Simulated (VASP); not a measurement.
Write the native input for VASP 6.6.1 that does the following.

```
Task                   : single point
Functional             : PBE
Potentials or basis    : VASP PAW PBE potentials, release 64 (Sn_d, O)
Cutoff                 : 520 eV
k mesh                 : 7 × 7 × 6
Occupations            : fermi-dirac, width 0.05 eV
Spin                   : no spin polarisation
Dipole correction      : no
Further INCAR settings : ALGO = Normal; EDIFF = 1e-06; NBANDS = 28
```

The structure of SnO lies in POSCAR:

```
SnO
1.0
    3.8676892972      0.0000000000      0.0000000000
    0.0000000000      3.8676892972      0.0000000000
    0.0000000000      0.0000000000      5.0664881500
Sn O
2 2
Direct
    0.5000000000      0.0000000000      0.7712249704
    0.0000000000      0.5000000000      0.2287750296
    0.0000000000      0.0000000000      0.0000000000
    0.5000000000      0.5000000000      0.0000000000
```

These files were run (other wordings do the same):

INCAR

```
SYSTEM = SnO
PREC = Accurate
ENCUT = 520
EDIFF = 1E-6
ISMEAR = -1
SIGMA = 0.05
LREAL = .FALSE.
LASPH = .TRUE.
NELM = 100
ALGO = Normal
ISIF = 2
LWAVE = .FALSE.
LCHARG = .TRUE.
GGA = PE
LELF = .TRUE.
LVHAR = .TRUE.
NBANDS = 28
```

KPOINTS

```
regular mesh
0
G
  7 7 6
  0 0 0
```

Potentials or basis: VASP PAW PBE potentials, release 64 (Sn_d, O).

Command:

```console
$ cat potpaw_PBE.64/Sn_d/POTCAR potpaw_PBE.64/O/POTCAR > POTCAR
$ mpirun -np 1 vasp_std > vasp.out
```

Results of the run:

* Pressure: 0.2 GPa
* Largest force: 0.079 eV/Å
* Band gap on the k mesh: 0.72 eV (least direct gap 1.91 eV)

Caveat: spin-orbit coupling is left out, which moves the levels of the heavy elements; an odd mesh through Γ misses points on the zone boundary, where band edges can lie.

Run time: 45 s on 1 thread of Intel(R) Xeon(R) 6975P-C (Granite Rapids), with other jobs on the host, peak memory 0.22 GiB.
